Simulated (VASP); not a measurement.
Write the native input for VASP 6.6.1 that does the following.

```yaml
Task: single point
Functional: PBE
Potentials_or_basis: VASP PAW PBE potentials, release 64 (Cs_sv, Li_sv)
Cutoff: 520 eV
k_mesh: 4 × 4 × 4
Occupations: gaussian, width 0.1 eV
Spin: no spin polarisation
Dipole_correction: no
Further_INCAR_settings: ALGO = Normal; EDIFF = 1e-06; NBANDS = 18
```

The structure of Cs2Li lies in POSCAR:

```
Cs2Li
1.0
    0.0000000000      4.6854536700      4.6854536700
    4.6854536700      0.0000000000      4.6854536700
    4.6854536700      4.6854536700      0.0000000000
Cs Li
2 1
Direct
    0.2500000000      0.2500000000      0.2500000000
    0.7500000000      0.7500000000      0.7500000000
    0.0000000000      0.0000000000      0.0000000000
```

The input as run:

INCAR

```
SYSTEM = Cs2Li
PREC     = Accurate       ! precision mode
ENCUT    = 520            ! plane-wave cutoff, eV
EDIFF    = 1E-6           ! SCF threshold, eV
ISMEAR   = 0              ! smearing method
SIGMA    = 0.1            ! smearing width, eV
LREAL    = .FALSE.        ! projectors in reciprocal space
LASPH    = .TRUE.         ! aspherical terms in the spheres
NELM     = 100            ! most SCF steps
ALGO     = Normal         ! electronic algorithm
ISIF     = 2              ! what is computed and relaxed
LWAVE    = .FALSE.        ! write WAVECAR
LCHARG   = .FALSE.        ! write CHGCAR
GGA      = PE             ! functional
NBANDS   = 18             ! bands
```

KPOINTS

```
Automatic mesh
0
G
  4 4 4
  0 0 0
```

Potentials or basis: VASP PAW PBE potentials, release 64 (Cs_sv, Li_sv).

Command:

```console
$ cat potpaw_PBE.64/Cs_sv/POTCAR potpaw_PBE.64/Li_sv/POTCAR > POTCAR
$ mpirun -np 1 vasp_std > vasp.out
```

Wall time 19 s on 1 thread of Intel(R) Xeon(R) 6975P-C (Granite Rapids) (shared host), peak memory 0.33 GiB.
